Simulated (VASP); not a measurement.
# As2Pt (Pa-3) in VASP: single point with r2SCAN

Aim: the single point of As2Pt with r2SCAN.

Everything below comes from runs of VASP 6.6.1. Logs are shortened: lines on timing, memory, paths and dates and some standing lists are left out, and cuts for length are marked.

**1. The cell of the first run**

The structure is cubic, space group Pa-3 (No. 205). The conventional cell has a = 6.009 Å, b = 6.009 Å, c = 6.009 Å, α = 90.00°, β = 90.00°, γ = 90.00°. As (site symmetry 3) has 1 As at 2.41 Å and 3 Pt at 2.51 Å within 3.2 Å. Pt (site symmetry -3) has 6 As at 2.51 Å within 3.3 Å.

**2. Single point, r2SCAN**

Input file POSCAR:

```
As2Pt
1.0
    6.0093797585      0.0000000000      0.0000000000
    0.0000000000      6.0093797585      0.0000000000
    0.0000000000      0.0000000000      6.0093797585
As Pt
8 4
Direct
    0.3840512993      0.3840512993      0.3840512993
    0.1159487007      0.6159487007      0.8840512993
    0.8840512993      0.1159487007      0.6159487007
    0.6159487007      0.8840512993      0.1159487007
    0.6159487007      0.6159487007      0.6159487007
    0.8840512993      0.3840512993      0.1159487007
    0.1159487007      0.8840512993      0.3840512993
    0.3840512993      0.1159487007      0.8840512993
    0.0000000000      0.0000000000      0.0000000000
    0.5000000000      0.0000000000      0.5000000000
    0.5000000000      0.5000000000      0.0000000000
    0.0000000000      0.5000000000      0.5000000000
```

Input file INCAR.step1:

```
PREC     = Accurate       # precision mode
ENCUT    = 550            # plane-wave cutoff, eV
ISMEAR   = -1             # smearing method
SIGMA    = 0.02           # smearing width, eV
LREAL    = F              # projectors in reciprocal space
LASPH    = T              # aspherical terms in the spheres
NELM     = 120            # most SCF steps
NBANDS   = 52             # bands
GGA      = PE             # functional
ALGO     = Normal         # electronic algorithm
EDIFF    = 1E-5           # SCF threshold, eV
LWAVE    = T              # write WAVECAR
LCHARG   = F              # write CHGCAR
GGA_COMPAT= F
```

Input file INCAR.step2:

```
PREC     = Accurate       # precision mode
ENCUT    = 550            # plane-wave cutoff, eV
EDIFF    = 1E-6           # SCF threshold, eV
ISMEAR   = -1             # smearing method
SIGMA    = 0.02           # smearing width, eV
LREAL    = F              # projectors in reciprocal space
LASPH    = T              # aspherical terms in the spheres
NELM     = 120            # most SCF steps
ALGO     = Normal         # electronic algorithm
ISIF     = 2              # what is computed and relaxed
LWAVE    = F              # write WAVECAR
LCHARG   = T              # write CHGCAR
METAGGA  = R2SCAN         # meta-GGA
LMIXTAU  = T            
LELF     = T              # ELF
LVHAR    = T            
NBANDS   = 52             # bands
ISTART   = 1            
GGA_COMPAT= F
```

Input file KPOINTS:

```
regular mesh
0
Gamma
  4 4 4
```

Potentials or basis: VASP PAW PBE potentials, release 64 (As, Pt).

The run is started by

```console
$ cat potpaw_PBE.64/As/POTCAR potpaw_PBE.64/Pt/POTCAR > POTCAR
$ cp INCAR.step1 INCAR
$ mpirun -np 1 vasp_std > vasp.out
$ cp INCAR.step2 INCAR
$ mpirun -np 1 vasp_std > vasp.out
```

OUTCAR:

```text
PREC = Accurate
   ENCUT = 550
   EDIFF = 1E-6
   ISMEAR = -1
   LREAL = F
   LASPH = T
   NELM = 120
   ISIF = 2
   METAGGA = R2SCAN
   ISTART = 1

 ion  position               nearest neighbor table
   1  0.384  0.384  0.384-   5 2.41  10 2.51  12 2.51  11 2.51
   2  0.116  0.616  0.884-   6 2.41   9 2.51  11 2.51  12 2.51
   3  0.884  0.116  0.616-   7 2.41  10 2.51  12 2.51   9 2.51
   4  0.616  0.884  0.116-   8 2.41   9 2.51  11 2.51  10 2.51
   5  0.616  0.616  0.616-   1 2.41  10 2.51  12 2.51  11 2.51
   6  0.884  0.384  0.116-   2 2.41   9 2.51  11 2.51  12 2.51
   7  0.116  0.884  0.384-   3 2.41  10 2.51  12 2.51   9 2.51
   8  0.384  0.116  0.884-   4 2.41   9 2.51  11 2.51  10 2.51
   9  0.000  0.000  0.000-   2 2.51   4 2.51   6 2.51   8 2.51   7 2.51   3 2.51
  10  0.500  0.000  0.500-   1 2.51   3 2.51   5 2.51   7 2.51   4 2.51   8 2.51
  11  0.500  0.500  0.000-   2 2.51   4 2.51   6 2.51   8 2.51   1 2.51   5 2.51
  12  0.000  0.500  0.500-   1 2.51   3 2.51   5 2.51   7 2.51   6 2.51   2 2.51

  LATTYP: Found a simple cubic cell.
 ALAT       =     6.0093797585

  Lattice vectors:

 A1 = (   6.0093797585,   0.0000000000,   0.0000000000)
 A2 = (   0.0000000000,   6.0093797585,   0.0000000000)
 A3 = (   0.0000000000,   0.0000000000,   6.0093797585)

Analysis of symmetry for initial positions (statically):
=====================================================================
 Subroutine PRICEL returns:
 Original cell was already a primitive cell.

 Routine SETGRP: Setting up the symmetry group for a
 simple cubic supercell.

 Subroutine GETGRP returns: Found 24 space group operations
 (whereof  6 operations were pure point group operations)
 out of a pool of 48 trial point group operations.

The static configuration has the point symmetry S_6 .
 The point group associated with its full space group is T_h .

Analysis of symmetry for dynamics (positions and initial velocities):
=====================================================================
 Subroutine PRICEL returns:
 Original cell was already a primitive cell.

 Routine SETGRP: Setting up the symmetry group for a
 simple cubic supercell.

 Subroutine GETGRP returns: Found 24 space group operations
 (whereof  6 operations were pure point group operations)
 out of a pool of 48 trial point group operations.

The dynamic configuration has the point symmetry S_6 .
 The point group associated with its full space group is T_h .

 Subroutine INISYM returns: Found 24 space group operations
 (whereof  6 operations are pure point group operations),
 and found     1 'primitive' translations

----------------------------------------------------------------------------------------

                                     Primitive cell

  volume of cell :     217.0146

  direct lattice vectors                    reciprocal lattice vectors
     6.009379758  0.000000000  0.000000000     0.166406524  0.000000000  0.000000000
     0.000000000  6.009379758  0.000000000     0.000000000  0.166406524  0.000000000
     0.000000000  0.000000000  6.009379758     0.000000000  0.000000000  0.166406524

  length of vectors
     6.009379758  6.009379758  6.009379758     0.166406524  0.166406524  0.166406524

  position of ions in fractional coordinates (direct lattice)
     0.384051299  0.384051299  0.384051299
     0.115948701  0.615948701  0.884051299
     0.884051299  0.115948701  0.615948701
     0.615948701  0.884051299  0.115948701
     0.615948701  0.615948701  0.615948701
     0.884051299  0.384051299  0.115948701
     0.115948701  0.884051299  0.384051299
     0.384051299  0.115948701  0.884051299
     0.000000000  0.000000000  0.000000000
     0.500000000  0.000000000  0.500000000
     0.500000000  0.500000000  0.000000000
     0.000000000  0.500000000  0.500000000

  ion indices of the primitive-cell ions
   primitive index   ion index
                 1           1
                 2           2
                 3           3
                 4           4
                 5           5
                 6           6
                 7           7
                 8           8
                 9           9
                10          10
                11          11
                12          12

----------------------------------------------------------------------------------------

 KPOINTS: regular mesh

Automatic generation of k-mesh.
 Grid dimensions read from file:
 generate k-points for:    4    4    4

 Generating k-lattice:

  Cartesian coordinates                     Fractional coordinates (reciprocal lattice)
     0.041601631  0.000000000  0.000000000     0.250000000  0.000000000  0.000000000
     0.000000000  0.041601631  0.000000000     0.000000000  0.250000000  0.000000000
     0.000000000  0.000000000  0.041601631     0.000000000  0.000000000  0.250000000

  Length of vectors
     0.041601631  0.041601631  0.041601631

  Shift w.r.t. Gamma in fractional coordinates (k-lattice)
     0.000000000  0.000000000  0.000000000

 Subroutine IBZKPT returns following result:
 ===========================================

 Found     11 irreducible k-points:

 Following reciprocal coordinates:
            Coordinates               Weight
  0.000000  0.000000  0.000000      1.000000
  0.250000  0.000000  0.000000      6.000000
  0.500000  0.000000  0.000000      3.000000
  0.250000  0.250000  0.000000     12.000000
  0.500000  0.250000  0.000000      6.000000
 -0.250000  0.500000  0.000000      6.000000
  0.500000  0.500000  0.000000      3.000000
  0.250000  0.250000  0.250000      8.000000
  0.500000  0.250000  0.250000     12.000000
  0.500000  0.500000  0.250000      6.000000
  0.500000  0.500000  0.500000      1.000000
   k-points           NKPTS =     11   k-points in BZ     NKDIM =     11   number of bands    NBANDS=     52
   number of dos      NEDOS =    301   number of ions     NIONS =     12
   total plane-waves  NPLWV = 110592
   dimension x,y,z NGX =    48 NGY =   48 NGZ =   48
   dimension x,y,z NGXF=    96 NGYF=   96 NGZF=   96
   ions per type =               8   4
   NGX,Y,Z   is equivalent  to a cutoff of  13.28, 13.28, 13.28 a.u.
   NGXF,Y,Z  is equivalent  to a cutoff of  26.56, 26.56, 26.56 a.u.
 SYSTEM =  unknown system
   PREC   = accura    normal or accurate (medium, high low for compatibility)
   ISTART =      1    job   : 0-new  1-cont  2-samecut
   ICHARG =      0    charge: 1-file 2-atom 10-const
   ISPIN  =      1    spin polarized calculation?
   LNONCOLLINEAR =      F non collinear calculations
   LSORBIT =      F    spin-orbit coupling
   LASPH  =      T    aspherical Exc in radial PAW
   ENCUT  =  550.0 eV  40.42 Ry    6.36 a.u.  11.49 11.49 11.49*2*pi/ulx,y,z
   NELM   =    120;   NELMIN=  2; NELMDL=  0     # of ELM steps
   EDIFF  = 0.1E-05   stopping-criterion for ELM
   LREAL  =      F    real-space projection
   EDIFFG = 0.1E-04   stopping-criterion for IOM
   NSW    =      0    number of steps for IOM
   IBRION =     -1    ionic relax: 0-MD 1-quasi-New 2-CG
   NFREE  =      0    steps in history (QN), initial steepest desc. (CG)
   ISIF   =      2    stress and relaxation
   ISYM   =      2    0-nonsym 1-usesym 2-fastsym
   POTIM  = 0.5000    time-step for ionic-motion
   TEBEG  =    0.0;   TEEND  =   0.0 temperature during run
   PSTRESS=    0.0 pullay stress
   NELECT =      80.0000    total number of electrons
   NUPDOWN=      -1.0000    fix difference up-down
   EMIN   =  10.00;   EMAX   =-10.00  energy-range for DOS
   EFERMI =   0.00;   METHOD = LEGACY
   ISMEAR =    -1;   SIGMA  =   0.02  broadening in eV -4-tet -1-fermi 0-gaus
   EFERMI_NEDOS =   21; number of points for ismear=-14 and -15
   IALGO  =     38    algorithm
   IMIX   =      4    mixing-type and parameters
     AMIX     =   0.40;   BMIX     =  1.00
     AMIX_MAG =   1.60;   BMIX_MAG =  1.00
  volume/ion in A,a.u.               =      18.08       122.04
  Fermi-wavevector in a.u.,A,eV,Ry     =   1.173839  2.218234 18.747438  1.377898
  Thomas-Fermi vector in A             =   2.310246
   LORBIT       =      0    0 simple, 1 ext, 2 COOP (PROOUT), +10 PAW based schemes
   METAGGA = R2SCAN    functional components
   LHFCALC =     F    Hartree Fock is set to
   AEXX    =    0.0000 exact exchange contribution
   IVDW    =     0    specifies the selected vdW correction
   LEPSILON=     F    determine dielectric tensor
   LRPA    =     F    only Hartree local field effects (RPA)
 non-spin polarized calculation
  energy-cutoff  :      550.00
  volume of cell :      217.01
 maximum number of plane-waves:      6403
 NGX is ok and might be reduce to    48
   NGX = 23   NGY = 23   NGZ = 23

 number of electron      80.0000015 magnetization

 Free energy of the ion-electron system (eV)
  ---------------------------------------------------
  ext. energy  EPLUGINS =         0.00000000
  ---------------------------------------------------
  free energy    TOTEN  =      -330.88862071 eV

  energy without entropy =     -330.88862070  energy(sigma->0) =     -330.88862071

 E-fermi :   7.1578     XC(G=0): -11.9044

 val. band max:        6.8260540998   @ k =   0.2500   0.0000   0.0000
 cond. band min:       7.4772778549   @ k =   0.5000   0.5000   0.5000
 fundamental gap:      0.6512237551
 Fermi energy:         7.1577866541

 k-point     1 :       0.0000    0.0000    0.0000
  band No.  band energies     occupation
      1      -7.6396      2.00000
      2      -5.6145      2.00000
      3      -5.6145      2.00000
      4      -5.6145      2.00000
      5      -3.2125      2.00000
      6      -3.2125      2.00000
[... 44 lines left out ...]
     51      12.5670      0.00000
     52      12.5670      0.00000
[... 548 lines left out ...]
     51      11.4027      0.00000
     52      11.4027      0.00000

------------------------ aborting loop because EDIFF is reached ----------------------------------------

  FORCE on cell =-STRESS in cart. coord.  units (eV):
  Direction    XX          YY          ZZ          XY          YZ          ZX
  --------------------------------------------------------------------------------------
  -------------------------------------------------------------------------------------
  Total       -0.0458814     -0.0458814     -0.0458814      0.0000000      0.0000000     -0.0000000
  in kB       -0.3387338     -0.3387338     -0.3387338      0.0000000      0.0000000     -0.0000000
  external PRESSURE =      -0.3387338 kB  Pullay stress =       0.0000000 kB

 VOLUME and BASIS-vectors are now :
 -----------------------------------------------------------------------------
  energy-cutoff  :      550.00
  volume of cell :      217.01
      direct lattice vectors                 reciprocal lattice vectors
     6.009379758  0.000000000  0.000000000     0.166406524  0.000000000  0.000000000
     0.000000000  6.009379758  0.000000000     0.000000000  0.166406524  0.000000000
     0.000000000  0.000000000  6.009379758     0.000000000  0.000000000  0.166406524

 POSITION                                       TOTAL-FORCE (eV/Angst)
 -----------------------------------------------------------------------------------
      2.30791      2.30791      2.30791        -0.006746     -0.006746     -0.006746
      0.69678      3.70147      5.31260         0.006746      0.006746     -0.006746
      5.31260      0.69678      3.70147        -0.006746      0.006746      0.006746
      3.70147      5.31260      0.69678         0.006746     -0.006746      0.006746
      3.70147      3.70147      3.70147         0.006746      0.006746      0.006746
      5.31260      2.30791      0.69678        -0.006746     -0.006746      0.006746
      0.69678      5.31260      2.30791         0.006746     -0.006746     -0.006746
      2.30791      0.69678      5.31260        -0.006746      0.006746     -0.006746
      0.00000      0.00000      0.00000        -0.000000      0.000000      0.000000
      3.00469      0.00000      3.00469        -0.000000      0.000000      0.000000
      3.00469      3.00469      0.00000        -0.000000      0.000000      0.000000
      0.00000      3.00469      3.00469        -0.000000      0.000000      0.000000
 -----------------------------------------------------------------------------------
    total drift:                                0.000000      0.000000     -0.000000

  FREE ENERGIE OF THE ION-ELECTRON SYSTEM (eV)
  ---------------------------------------------------
  free  energy   TOTEN  =      -330.8886207132 eV

  energy  without entropy=     -330.8886207031  energy(sigma->0) =     -330.88862071
```

It took 6 min on 1 thread of Intel Xeon Platinum 8559C (Emerald Rapids), shared host; peak memory 0.42 GiB.

Results:

```yaml
Free_energy: -330.8886 eV
Pressure: 0.0 GPa
Largest_force: 0.012 eV/Å
Band_gap_on_the_k_mesh: 0.65 eV (least direct gap 1.11 eV)
```

Forces in eV/Å, atoms in the order of the input:
```
As  -0.007 -0.007 -0.007
As   0.007  0.007 -0.007
As  -0.007  0.007  0.007
As   0.007 -0.007  0.007
As   0.007  0.007  0.007
As  -0.007 -0.007  0.007
As   0.007 -0.007 -0.007
As  -0.007  0.007 -0.007
Pt   0.000  0.000  0.000
Pt   0.000  0.000  0.000
Pt   0.000  0.000  0.000
Pt   0.000  0.000  0.000
```

Caveat: the PAW data sets were made with another functional, which shifts forces and pressure a little; spin-orbit coupling is left out, which moves the levels of the heavy elements. r2SCAN opens gaps a little over a GGA but as a rule still falls short of measured ones.
